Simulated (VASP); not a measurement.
Input of a VASP 6.6.1 run:

INCAR

```
ALGO     = Normal         # electronic algorithm
EDIFF    = 1E-6           # SCF threshold, eV
EDIFFG   = -0.005         # ionic threshold
ENCUT    = 600            # plane-wave cutoff, eV
GGA      = PS             # functional
IBRION   = 2              # ionic algorithm
ISIF     = 3              # what is computed and relaxed
ISMEAR   = 0              # smearing method
LASPH    = T              # aspherical terms in the spheres
LCHARG   = F              # write CHGCAR
LREAL    = F              # projectors in reciprocal space
LWAVE    = F              # write WAVECAR
NELM     = 100            # most SCF steps
NSW      = 100            # ionic steps
PREC     = Accurate       # precision mode
SIGMA    = 0.1            # smearing width, eV
```

Contents of KPOINTS:

```
k-points
0
Gamma
  16 16 16
```

File POSCAR:

```
MgSi3
1.0
   -1.9442401036      1.9442401036      4.0818629056
    1.9442401036     -1.9442401036      4.0818629056
    1.9442401036      1.9442401036     -4.0818629056
Mg Si
1 3
Direct
    0.0000000000      0.0000000000      0.0000000000
    0.5000000000      0.5000000000      0.0000000000
    0.2500000000      0.7500000000      0.5000000000
    0.7500000000      0.2500000000      0.5000000000
```

Potentials or basis: VASP PAW PBE potentials, release 64 (Mg, Si).

Run with:

```bash
$ cat potpaw_PBE.64/Mg/POTCAR potpaw_PBE.64/Si/POTCAR > POTCAR
$ mpirun -np 1 vasp_std > vasp.out
```

**Question.** Estimate the band gap on the k mesh.

**Answer.** Zero (band 7 reaches 11.16 eV, above the bottom of band 8 at 6.68 eV).

**Question.** Estimate the relaxed volume.

**Answer.** 15.51 Å³/atom.

**Question.** Predict the relaxed cell.

**Answer.** a = 4.911 Å, b = 4.911 Å, c = 4.911 Å, α = 133.09°, β = 133.09°, γ = 68.51°.

**Question.** What does it give for the space group after relaxing (to 0.05 Å)?

**Answer.** I4/mmm (No. 139).

Final structure:
```
Mg Si
1.0
    -1.95458    1.95458    4.05875
     1.95458   -1.95458    4.05875
     1.95458    1.95458   -4.05875
Mg Si
1 3
Direct
  0.00000 0.00000 0.00000
  0.50000 0.50000 0.00000
  0.25000 0.75000 0.50000
  0.75000 0.25000 0.50000
```

Caveat: the PAW data sets were made with another functional, which shifts forces and pressure a little.
